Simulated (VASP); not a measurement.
Set up this calculation in VASP 6.6.1, as the native input.

* Task: single point
* Functional: PBE
* Potentials or basis: VASP PAW PBE potentials, release 64 (Na_pv, Cl)
* Cutoff: 500 eV
* k mesh: 6 × 6 × 4
* Occupations: gaussian, width 0.02 eV
* Spin: no spin polarisation
* Dipole correction: no
* Further INCAR settings: ALGO = Normal; EDIFF = 1e-06; NBANDS = 22

The structure of NaCl lies in POSCAR:

```
NaCl
1.0
    3.9414114873      0.0000000000      0.0000000000
    0.0000000000      3.9414114873      0.0000000000
    0.0000000000      0.0000000000      5.7556410732
Na Cl
2 2
Direct
    0.0000000000      0.0000000000      0.0000000000
    0.5000000000      0.5000000000      0.5000000000
    0.5000000000      0.5000000000      0.0000000000
    0.0000000000      0.0000000000      0.5000000000
```

These files were run (other wordings do the same):

INCAR

```
SYSTEM = NaCl
PREC = Accurate ; ENCUT = 500
EDIFF = 1E-6 ; ISMEAR = 0
SIGMA = 0.02 ; LREAL = .FALSE.
LASPH = .TRUE. ; NELM = 120
ALGO = Normal ; ISIF = 2
LWAVE = .FALSE. ; LCHARG = .FALSE.
GGA = PE ; NBANDS = 22
GGA_COMPAT = .FALSE.
```

KPOINTS

```
regular mesh
0
G
  6 6 4
  0 0 0
```

Potentials or basis: VASP PAW PBE potentials, release 64 (Na_pv, Cl).

Command:

```console
$ cat potpaw_PBE.64/Na_pv/POTCAR potpaw_PBE.64/Cl/POTCAR > POTCAR
$ mpirun -np 1 vasp_std > vasp.out
```

Results of the run:

The pressure is 0.9 GPa and the band gap on the k mesh is 5.11 eV.

Wall time 60 s on 1 thread of Intel Xeon 8259CL, with other jobs on the host, peak memory 0.2 GiB.
